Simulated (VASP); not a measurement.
# Sb: density of states with LDA

Crystal: Sb.

```xyz
2
Lattice="2.5373 0.0000 0.0000 -1.2686 2.1973 0.0000 0.0000 0.0000 3.9605" Properties=species:S:1:pos:R:3 pbc="T T T"
Sb    0.0000    1.4649    0.9901
Sb    1.2686    0.7324    2.9704
```

This cell differs from its parent crystal: volume scaled by 0.43.

```yaml
Program: VASP 6.6.1
Task: density of states
Functional: LDA
Potentials_or_basis: VASP PAW LDA potentials, release 64 (Sb_d_GW)
Cutoff: 400 eV
k_mesh: 14 × 14 × 8
Occupations: fermi-dirac, width 0.05 eV
Spin: no spin polarisation
Dipole_correction: no
k_mesh_for_the_DOS: 21 × 21 × 12
Second_run: valence_matched
Occupations_for_the_DOS: tetrahedron
Further_INCAR_settings: ALGO = Normal; EDIFF = 1e-06
```

```
Valence electrons inside the program's atomic spheres : Sb 14.49
```

Levels at points of the mesh, in eV from the Fermi level:
| k point | band 13 | band 14 | band 15 | band 16 | band 17 | band 18 |
| --- | --- | --- | --- | --- | --- | --- |
| (0.00, 0.00, 0.00) | -11.61 | 6.83 | 7.47 | 7.47 | 9.05 | 10.12 |
| (0.00, 0.00, 0.50) | 0.38 | 0.38 | 7.07 | 7.07 | 9.19 | 9.24 |

It took 2 min on 1 thread of Intel(R) Xeon(R) 6975P-C (Granite Rapids) (shared host), peak memory 0.22 GiB.

Caveat: spin-orbit coupling is left out, which moves the levels of the heavy elements.
